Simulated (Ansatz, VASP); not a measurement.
**AlN: VASP beside Ansatz**

```xyz
2
Lattice="0.0000 2.1840 2.1840 2.1840 0.0000 2.1840 2.1840 2.1840 0.0000" Properties=species:S:1:pos:R:3 pbc="T T T"
Al    0.0000    0.1061    0.1061
N     3.2760    3.2760    3.2760
```

Change from the starting cell: all Al atoms moved -0.150 Å, as atom 1 towards its neighbour atom 1 (Al) at 3.089 Å.

Alike in both runs: task single point; functional PBEsol; k mesh 10 × 10 × 10; occupations gaussian, width 0.05 eV; no spin polarisation.

|  | VASP | Ansatz |
| --- | --- | --- |
| version | VASP 6.6.1 | Ansatz 0.2.0 |
| potentials or method | VASP PAW PBE potentials, release 64 (Al, N), cutoff 520 eV | scalar-relativistic, plane waves, PAW |
| valence electrons in the cell | 8 | 8 |

|  | VASP | Ansatz | Ansatz less VASP |
| --- | --- | --- | --- |
| gap on the k mesh at the Fermi level (eV) | 2.80 | 2.81 | +0.009 |
| least direct gap on the mesh (eV) | 3.71 | 3.70 | -0.016 |
| pressure (GPa) | 4.2 | 4.2 | -0.05 |
| traceless stress, the component that is largest in VASP (GPa) | -8.18 | -8.01 | +0.169 |
| rms of the force components (eV/Å) | 1.384 | 1.368 | -0.0155 |

VASP's potentials were made for PBE, not for PBEsol. Atom by atom the forces differ by 0.016 eV/Å (rms over components).
